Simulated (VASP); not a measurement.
Wanted: the native input for a VASP 6.6.1 run.

```
Task                   : relaxation of cell and atoms
Functional             : LDA
Potentials or basis    : VASP PAW LDA potentials, release 64 (Si)
Cutoff                 : 500 eV
k mesh                 : 8 × 8 × 8
Occupations            : gaussian, width 0.02 eV
Spin                   : no spin polarisation
Dipole correction      : no
Further INCAR settings : ALGO = Normal; EDIFF = 1e-07; IBRION = 2; EDIFFG = -0.002; NSW = 100; ISIF = 3
```

The structure of Si lies in POSCAR:

```
Si
1.0
    0.0000000000      2.7218511900      2.7218511900
    2.7218511900      0.0000000000      2.7218511900
    2.7218511900      2.7218511900      0.0000000000
Si
2
Direct
    0.0000000000      0.0000000000      0.0000000000
    0.2500000000      0.2500000000      0.2500000000
```

The input as run:

INCAR

```
ALGO     = Normal         # electronic algorithm
EDIFF    = 1E-7           # SCF threshold, eV
EDIFFG   = -0.002         # ionic threshold
ENCUT    = 500            # plane-wave cutoff, eV
GGA_COMPAT= F            
IBRION   = 2              # ionic algorithm
ISIF     = 3              # what is computed and relaxed
ISMEAR   = 0              # smearing method
LASPH    = T              # aspherical terms in the spheres
LCHARG   = F              # write CHGCAR
LREAL    = F              # projectors in reciprocal space
LWAVE    = F              # write WAVECAR
NELM     = 120            # most SCF steps
NELMIN   = 4            
NSW      = 100            # ionic steps
PREC     = Accurate       # precision mode
SIGMA    = 0.02           # smearing width, eV
```

KPOINTS

```
k-points
0
Gamma
  8 8 8
```

Potentials or basis: VASP PAW LDA potentials, release 64 (Si).

Run with:

```console
$ cat potpaw_LDA.64/Si/POTCAR > POTCAR
$ mpirun -np 1 vasp_std > vasp.out
```

It gave:

The relaxed volume is 19.72 Å³/atom. The relaxed cell is a = 3.820 Å, b = 3.820 Å, c = 3.820 Å, α = 60.00°, β = 60.00°, γ = 60.00°, the space group after relaxing (to 0.1 Å) is Fd-3m (No. 227) and the energy gained by relaxing is 3.0 meV/atom. The ionic steps are 3, the pressure after relaxing is 0.0 GPa and the band gap on the k mesh is 0.49 eV (least direct gap 2.53 eV).

Run time: 9.3 s on 1 thread of AMD EPYC 9R45 96-Core Processor (Zen 5), with other jobs on the host, peak memory 0.1 GiB.
